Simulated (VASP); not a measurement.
Input of a VASP 6.6.1 run:

Contents of INCAR:

```
SYSTEM = Hf
PREC = Accurate
ENCUT = 520
EDIFF = 1E-7
ISMEAR = 0
SIGMA = 0.15
LREAL = .False.
LASPH = .True.
NELM = 100
ALGO = Fast
ISIF = 2
LWAVE = .False.
LCHARG = .False.
GGA = PS
NBANDS = 17
```

File KPOINTS:

```
Automatic mesh
0
Gamma
  18 18 10
  0 0 0
```

Contents of POSCAR:

```
Hf
1.0
    3.1007975685      0.0000000000      0.0000000000
   -1.5503987842      2.6853694663      0.0000000000
    0.0000000000      0.0000000000      4.9819330000
Hf
2
Direct
    0.3333333333      0.6666666667      0.2500000000
    0.6666666667      0.3333333333      0.7500000000
```

Potentials or basis: VASP PAW PBE potentials, release 64 (Hf_pv).

Command:

```console
$ cat potpaw_PBE.64/Hf_pv/POTCAR > POTCAR
$ mpirun -np 1 vasp_std > vasp.out
```

Predict the band gap on the k mesh.

zero (band 10 reaches 6.51 eV, above the bottom of band 11 at 4.93 eV).

Predict the pressure.

4.5 GPa.

Stress tensor (GPa, compression positive):
```
5.17 0.00 0.00
0.00 5.17 0.00
0.00 0.00 3.27
```

Caveat: the cell differs from its parent crystal (strain -0.030 along x and y, -0.015 along z); the PAW data sets were made with another functional, which shifts forces and pressure a little; spin-orbit coupling is left out, which moves the levels of the heavy elements.
